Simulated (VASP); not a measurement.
# PtSe2 (P-3m1) in VASP: further runs, part 2 of 3

VASP 6.6.1. Earlier steps stand in the parts before.

## 3. Relaxation of cell and atoms, PBEsol

Contents of INCAR:

```
PREC = Accurate ; ENCUT = 600
EDIFF = 1E-6 ; ISMEAR = -1
SIGMA = 0.1 ; LREAL = F
LASPH = T ; NELM = 60
ALGO = Normal ; ISIF = 3
LWAVE = F ; LCHARG = F
GGA = PS ; IBRION = 2
NSW = 80 ; EDIFFG = -0.05
```

Contents of KPOINTS:

```
Automatic mesh
0
Gamma
  6 6 4
```

Contents of POSCAR:

```
PtSe2
1.0
    3.7240000000      0.0000000000      0.0000000000
   -1.8620000000      3.2250786000      0.0000000000
    0.0000000000      0.0000000000      5.0620000000
Pt Se
1 2
Direct
    0.0000000000      0.0000000000      0.0000000000
    0.3333333333      0.6666666667      0.2500000000
    0.6666666667      0.3333333333      0.7500000000
```

Potentials or basis: VASP PAW PBE potentials, release 64 (Pt, Se).

Started as:

```sh
> cat potpaw_PBE.64/Pt/POTCAR potpaw_PBE.64/Se/POTCAR > POTCAR
> mpirun -np 1 vasp_std > vasp.out
```

OUTCAR:

```text
PREC = Accurate
   ENCUT = 600
   EDIFF = 1E-6
   ISMEAR = -1
   LREAL = F
   LASPH = T
   NELM = 60
   ISIF = 3
   GGA = PS
   IBRION = 2
   NSW = 80
   EDIFFG = -0.05

 ion  position               nearest neighbor table
   1  0.000  0.000  0.000-   2 2.49   3 2.49   3 2.49   2 2.49   3 2.49   2 2.49
   2  0.333  0.667  0.250-   1 2.49   1 2.49   1 2.49
   3  0.667  0.333  0.750-   1 2.49   1 2.49   1 2.49

  LATTYP: Found a hexagonal cell.
 ALAT       =     3.7240000000
 C/A-ratio  =     1.3592910849

  Lattice vectors:

 A1 = (   3.7240000000,   0.0000000000,   0.0000000000)
 A2 = (  -1.8620000000,   3.2250786000,   0.0000000000)
 A3 = (   0.0000000000,   0.0000000000,   5.0620000000)

Analysis of symmetry for initial positions (statically):
=====================================================================
 Subroutine PRICEL returns:
 Original cell was already a primitive cell.

 Routine SETGRP: Setting up the symmetry group for a
 hexagonal supercell.

 Subroutine GETGRP returns: Found 12 space group operations
 (whereof 12 operations were pure point group operations)
 out of a pool of 24 trial point group operations.

The static configuration has the point symmetry D_3d.

Analysis of symmetry for dynamics (positions and initial velocities):
=====================================================================
 Subroutine PRICEL returns:
 Original cell was already a primitive cell.

 Routine SETGRP: Setting up the symmetry group for a
 hexagonal supercell.

 Subroutine GETGRP returns: Found 12 space group operations
 (whereof 12 operations were pure point group operations)
 out of a pool of 24 trial point group operations.

The dynamic configuration has the point symmetry D_3d.

 Subroutine INISYM returns: Found 12 space group operations
 (whereof 12 operations are pure point group operations),
 and found     1 'primitive' translations

----------------------------------------------------------------------------------------

                                     Primitive cell

[... 107 lines left out ...]
   EFERMI_NEDOS =   21; number of points for ismear=-14 and -15
   IALGO  =     38    algorithm
   IMIX   =      4    mixing-type and parameters
     AMIX     =   0.40;   BMIX     =  1.00
     AMIX_MAG =   1.60;   BMIX_MAG =  1.00
  volume/ion in A,a.u.               =      20.27       136.76
  Fermi-wavevector in a.u.,A,eV,Ry     =   1.166608  2.204570 18.517184  1.360975
  Thomas-Fermi vector in A             =   2.303119
   LORBIT       =      0    0 simple, 1 ext, 2 COOP (PROOUT), +10 PAW based schemes
   GGA     = PS    functional components
   LHFCALC =     F    Hartree Fock is set to
   AEXX    =    0.0000 exact exchange contribution
   IVDW    =     0    specifies the selected vdW correction
   LEPSILON=     F    determine dielectric tensor
   LRPA    =     F    only Hartree local field effects (RPA)
 conjugate gradient relaxation of ions
 non-spin polarized calculation
  energy-cutoff  :      600.00
  volume of cell :       60.80
 maximum number of plane-waves:      2051
 NGX is ok and might be reduce to    30
   NGX = 15   NGY = 15   NGZ = 21

--------------------------------------- Ionic step        1  -------------------------------------------

 number of electron      21.9999999 magnetization

 Free energy of the ion-electron system (eV)
  ---------------------------------------------------
  ext. energy  EPLUGINS =         0.00000000
  ---------------------------------------------------
  free energy    TOTEN  =       -15.89900857 eV

  energy without entropy =      -15.87670330  energy(sigma->0) =      -15.88785593

------------------------ aborting loop because EDIFF is reached ----------------------------------------

  FORCE on cell =-STRESS in cart. coord.  units (eV):
  Direction    XX          YY          ZZ          XY          YZ          ZX
  --------------------------------------------------------------------------------------
  -------------------------------------------------------------------------------------
  Total        1.0639370      1.0639370      0.4578790      0.0000000      0.0000000     -0.0000000
  in kB       28.0384752     28.0384751     12.0667187      0.0000000      0.0000000     -0.0000000
  external PRESSURE =      22.7145563 kB  Pullay stress =       0.0000000 kB
[... 172 lines left out ...]
--------------------------------------- Ionic step        6  -------------------------------------------

 number of electron      22.0000002 magnetization

 Free energy of the ion-electron system (eV)
  ---------------------------------------------------
  ext. energy  EPLUGINS =         0.00000000
  ---------------------------------------------------
  free energy    TOTEN  =       -15.92106319 eV

  energy without entropy =      -15.89754254  energy(sigma->0) =      -15.90930286

 E-fermi :   6.5330     XC(G=0): -10.9602

 val. band max:        6.5329098021   @ k =   0.3333   0.3333   0.0000
 cond. band min:       6.5343586905   @ k =   0.0000   0.3333   0.2500
 fundamental gap:      0.0014488884
 Fermi energy:         6.5330327901

 k-point     1 :       0.0000    0.0000    0.0000
  band No.  band energies     occupation
      1      -9.1536      2.00000
      2      -6.0857      2.00000
      3      -0.6221      2.00000
      4       0.2311      2.00000
      5       0.2311      2.00000
      6       2.7157      2.00000
      7       2.7157      2.00000
      8       4.0871      2.00000
      9       5.5408      1.99990
     10       5.5408      1.99990
     11       7.2937      0.00099
     12       7.7524      0.00001
     13       7.7524      0.00001
     14       9.8327      0.00000
[... 443 lines left out ...]
  FREE ENERGIE OF THE ION-ELECTRON SYSTEM (eV)
  ---------------------------------------------------
  free  energy   TOTEN  =       -15.9210631870 eV

  energy  without entropy=      -15.8975425408  energy(sigma->0) =      -15.90930286

 reached required accuracy - stopping structural energy minimisation
```

Run time: 2 min. Hardware: 1 thread of Intel Xeon 6975P-C (Granite Rapids), shared host; peak memory 0.21 GiB.

Results:

* Free energy: -15.9211 eV
* Relaxed volume: 19.85 Å³/atom
* Relaxed cell: a = 3.759 Å, b = 3.759 Å, c = 4.868 Å, α = 90.00°, β = 90.00°, γ = 120.00°
* Space group after relaxing (to 0.1 Å): P-3m1 (No. 164)
* Energy gained by relaxing: 7.4 meV/atom
* Ionic steps: 6
* Pressure after relaxing: 0.1 GPa
* Largest force after relaxing: 0.007 eV/Å
* Band gap on the k mesh: zero (bands 11 and 12 overlap by 0.76 eV)

Forces on the atoms (eV/Å):
```
Pt   0.000  0.000  0.000
Se   0.000  0.000  0.007
Se   0.000  0.000 -0.007
```

The path:
```tsv
step	energy change (eV)	largest force (eV/Å)	pressure (GPa)	volume (Å³)
1	0.0000	0.3564	2.27	60.80
2	0.0157	0.2938	-4.14	63.36
3	-0.0095	0.0953	-0.34	61.75
4	-0.0117	0.0902	-0.33	61.53
5	-0.0172	0.0713	-0.25	60.88
6	-0.0221	0.0073	0.07	59.56
```

Final structure:
```cif
data_structure
_symmetry_space_group_name_H-M 'P 1'
_symmetry_Int_Tables_number 1
_cell_length_a 3.7589
_cell_length_b 3.7589
_cell_length_c 4.8679
_cell_angle_alpha 90.000
_cell_angle_beta 90.000
_cell_angle_gamma 120.000
_cell_volume 59.56
loop_
_atom_site_label
_atom_site_type_symbol
_atom_site_fract_x
_atom_site_fract_y
_atom_site_fract_z
_atom_site_occupancy
Pt1 Pt 0.00000 0.00000 0.00000 1
Se1 Se 0.33333 0.66667 0.26102 1
Se2 Se 0.66667 0.33333 0.73898 1
```

Caveat: the PAW data sets were made with another functional, which shifts forces and pressure a little; spin-orbit coupling is left out, which moves the levels of the heavy elements.

## 4. Relaxation of cell and atoms, r2SCAN

POSCAR is that of step 3.

Contents of INCAR.step1:

```
  ALGO = Normal
  EDIFF = 1E-4
  ENCUT = 600
  GGA = PE
  ISMEAR = -1
  LASPH = True
  LCHARG = False
  LREAL = False
  LWAVE = True
  NELM = 60
  PREC = Accurate
  SIGMA = 0.1
```

Contents of INCAR.step2:

```
  ALGO = Normal
  EDIFF = 1E-6
  EDIFFG = -0.05
  ENCUT = 600
  IBRION = 2
  ISIF = 3
  ISMEAR = -1
  ISTART = 1
  LASPH = True
  LCHARG = False
  LMIXTAU = True
  LREAL = False
  LWAVE = False
  METAGGA = R2SCAN
  NELM = 60
  NSW = 80
  PREC = Accurate
  SIGMA = 0.1
```

Contents of KPOINTS:

```
k-points
0
Gamma
  6 6 4
```

Potentials or basis: VASP PAW PBE potentials, release 64 (Pt, Se).

Started as:

```sh
> cat potpaw_PBE.64/Pt/POTCAR potpaw_PBE.64/Se/POTCAR > POTCAR
> cp INCAR.step1 INCAR
> mpirun -np 1 vasp_std > vasp.out
> cp INCAR.step2 INCAR
> mpirun -np 1 vasp_std > vasp.out
```

OUTCAR:

```text
EDIFF = 1E-6
   EDIFFG = -0.05
   ENCUT = 600
   IBRION = 2
   ISIF = 3
   ISMEAR = -1
   ISTART = 1
   LASPH = True
   LREAL = False
   METAGGA = R2SCAN
   NELM = 60
   NSW = 80
   PREC = Accurate

 ion  position               nearest neighbor table
   1  0.000  0.000  0.000-   2 2.49   3 2.49   3 2.49   2 2.49   3 2.49   2 2.49
   2  0.333  0.667  0.250-   1 2.49   1 2.49   1 2.49
   3  0.667  0.333  0.750-   1 2.49   1 2.49   1 2.49

  LATTYP: Found a hexagonal cell.
 ALAT       =     3.7240000000
 C/A-ratio  =     1.3592910849

  Lattice vectors:

 A1 = (   3.7240000000,   0.0000000000,   0.0000000000)
 A2 = (  -1.8620000000,   3.2250786000,   0.0000000000)
 A3 = (   0.0000000000,   0.0000000000,   5.0620000000)

Analysis of symmetry for initial positions (statically):
=====================================================================
 Subroutine PRICEL returns:
 Original cell was already a primitive cell.

 Routine SETGRP: Setting up the symmetry group for a
 hexagonal supercell.

 Subroutine GETGRP returns: Found 12 space group operations
 (whereof 12 operations were pure point group operations)
 out of a pool of 24 trial point group operations.

The static configuration has the point symmetry D_3d.

Analysis of symmetry for dynamics (positions and initial velocities):
=====================================================================
 Subroutine PRICEL returns:
 Original cell was already a primitive cell.

 Routine SETGRP: Setting up the symmetry group for a
 hexagonal supercell.

 Subroutine GETGRP returns: Found 12 space group operations
 (whereof 12 operations were pure point group operations)
 out of a pool of 24 trial point group operations.

The dynamic configuration has the point symmetry D_3d.

 Subroutine INISYM returns: Found 12 space group operations
 (whereof 12 operations are pure point group operations),
 and found     1 'primitive' translations

----------------------------------------------------------------------------------------

                                     Primitive cell

  volume of cell :      60.7956

  direct lattice vectors                    reciprocal lattice vectors
     3.724000000  0.000000000  0.000000000     0.268528464  0.155034981  0.000000000
[... 144 lines left out ...]
  Total        1.9317159      1.9317159      1.8874278      0.0000000     -0.0000000      0.0000000
  in kB       50.9074936     50.9074935     49.7403472      0.0000000     -0.0000000      0.0000000
  external PRESSURE =      50.5184448 kB  Pullay stress =       0.0000000 kB
[... 92 lines left out ...]
  FREE ENERGIE OF THE ION-ELECTRON SYSTEM (eV)
  ---------------------------------------------------
  free  energy   TOTEN  =       -81.4667897594 eV

  energy  without entropy=      -81.4492188993  energy(sigma->0) =      -81.45800433

 E-fermi :   4.7536     XC(G=0): -10.4523

 val. band max:        4.5183086280   @ k =   0.0000   0.0000   0.0000
 cond. band min:       5.1445109424   @ k =   0.0000   0.3333   0.2500
 fundamental gap:      0.6262023143
 Fermi energy:         4.7536307396

 k-point     1 :       0.0000    0.0000    0.0000
  band No.  band energies     occupation
      1     -10.8761      2.00000
      2      -8.6641      2.00000
      3      -1.9398      2.00000
      4      -1.5286      2.00000
      5      -1.5286      2.00000
      6       0.7956      2.00000
      7       0.7956      2.00000
      8       2.2253      2.00000
      9       3.7095      1.99994
     10       3.7095      1.99994
     11       4.5183      1.82638
     12       6.6316      0.00000
     13       6.6316      0.00000
     14       9.1005      0.00000
[... 401 lines left out ...]
      2      -9.0807      2.00000
      3      -1.5657      2.00000
      4      -1.3239      2.00000
      5      -1.3239      2.00000
      6       0.2773      2.00000
      7       0.2773      2.00000
      8       1.1027      2.00000
      9       1.1443      2.00000
     10       2.4446      2.00000
     11       2.4446      2.00000
     12       6.3343      0.00000
     13       6.3343      0.00000
     14      11.1157      0.00000
     15      12.1557      0.00000

[... ionic steps 4 to 13 ...]

--------------------------------------- Ionic step       14  -------------------------------------------

 number of electron      22.0000006 magnetization

------------------------ aborting loop because EDIFF is reached ----------------------------------------
[... 69 lines left out ...]
--------------------------------------- Ionic step       16  -------------------------------------------

 number of electron      22.0000005 magnetization

 Free energy of the ion-electron system (eV)
  ---------------------------------------------------
  ext. energy  EPLUGINS =         0.00000000
  ---------------------------------------------------
  free energy    TOTEN  =       -81.49526767 eV

  energy without entropy =      -81.49166900  energy(sigma->0) =      -81.49346833

 E-fermi :   4.9759     XC(G=0): -10.5571

 val. band max:        4.7438059639   @ k =   0.0000   0.0000   0.0000
 cond. band min:       5.3652364558   @ k =   0.3333   0.3333   0.0000
 fundamental gap:      0.6214304919
 Fermi energy:         4.9758643764

 k-point     1 :       0.0000    0.0000    0.0000
  band No.  band energies     occupation
      1     -10.7684      2.00000
      2      -8.5106      2.00000
      3      -1.8676      2.00000
      4      -1.3853      2.00000
      5      -1.3853      2.00000
      6       0.9454      2.00000
      7       0.9454      2.00000
      8       2.3734      2.00000
      9       3.9478      1.99993
     10       3.9478      1.99993
     11       4.7438      1.82114
     12       6.8835      0.00000
     13       6.8835      0.00000
     14       9.4466      0.00000
[... 443 lines left out ...]
  FREE ENERGIE OF THE ION-ELECTRON SYSTEM (eV)
  ---------------------------------------------------
  free  energy   TOTEN  =       -81.4952676660 eV

  energy  without entropy=      -81.4916689972  energy(sigma->0) =      -81.49346833

 reached required accuracy - stopping structural energy minimisation
```

OUTCAR.step1:

```text
EDIFF = 1E-4
   ENCUT = 600
   GGA = PE
   ISMEAR = -1
   LASPH = True
   LREAL = False
[... 653 lines left out ...]
      0.00000      0.00000      0.00000         0.000000      0.000000      0.000000
     -0.00000      2.15005      1.26550        -0.000000      0.000000      0.601382
      1.86200      1.07503      3.79650         0.000000     -0.000000     -0.601382
 -----------------------------------------------------------------------------------
    total drift:                                0.000000      0.000000     -0.000000

  FREE ENERGIE OF THE ION-ELECTRON SYSTEM (eV)
  ---------------------------------------------------
  free  energy   TOTEN  =       -14.1980894924 eV

  energy  without entropy=      -14.1767042640  energy(sigma->0) =      -14.18739688
```

Run time: 18 min. Hardware: 1 thread of Intel Xeon 6975P-C (Granite Rapids), shared host; peak memory 0.23 GiB.

What came out:

```
Free energy                           : -81.4953 eV
Relaxed volume                        : 22.65 Å³/atom
Relaxed cell                          : a = 3.728 Å, b = 3.728 Å, c = 5.643 Å, α = 90.00°, β = 90.00°, γ = 120.00°
Space group after relaxing (to 0.1 Å) : P-3m1 (No. 164)
Energy gained by relaxing             : 20.7 meV/atom
Ionic steps                           : 16
Pressure after relaxing               : 0.2 GPa
Largest force after relaxing          : 0.022 eV/Å
Band gap on the k mesh                : 0.62 eV (least direct gap 1.28 eV)
```

Forces in eV/Å, atoms in the order of the input:
```
Pt   0.000  0.000  0.000
Se   0.000  0.000  0.022
Se   0.000  0.000 -0.022
```

The path:
```csv
step,energy change (eV),largest force (eV/Å),pressure (GPa),volume (Å³)
1,0.0000,0.3935,5.05,60.80
2,0.0595,0.7963,-6.65,66.59
3,-0.0337,0.1001,0.04,62.87
4,-0.0337,0.0910,0.13,62.83
5,-0.0366,0.1005,0.14,63.03
6,-0.0434,0.1291,0.15,63.62
7,-0.0490,0.1875,0.35,64.76
8,-0.0521,0.1765,0.11,65.22
9,-0.0577,0.1436,-0.50,66.55
10,-0.0564,0.0707,-1.44,69.24
11,-0.0592,0.1063,-0.89,67.66
12,-0.0610,0.0153,-0.33,67.75
13,-0.0613,0.0379,0.00,67.81
14,-0.0613,0.0438,0.04,67.81
15,-0.0616,0.0377,0.06,67.84
16,-0.0622,0.0224,0.15,67.94
```

Final structure:
```
Pt Se
1.0
     3.72843    0.00000    0.00000
    -1.86422    3.22892    0.00000
     0.00000    0.00000    5.64302
Pt Se
1 2
Cartesian
  0.0000 0.0000 0.0000
  0.0000 2.1526 1.3031
  1.8642 1.0763 4.3400
```

Caveat: the PAW data sets were made with another functional, which shifts forces and pressure a little; spin-orbit coupling is left out, which moves the levels of the heavy elements; the relaxation stopped at a loose force limit of 0.05 eV/Å, so its end isn't a converged minimum. r2SCAN opens gaps a little over a GGA but as a rule still falls short of measured ones.

[end of part 2 of 3]
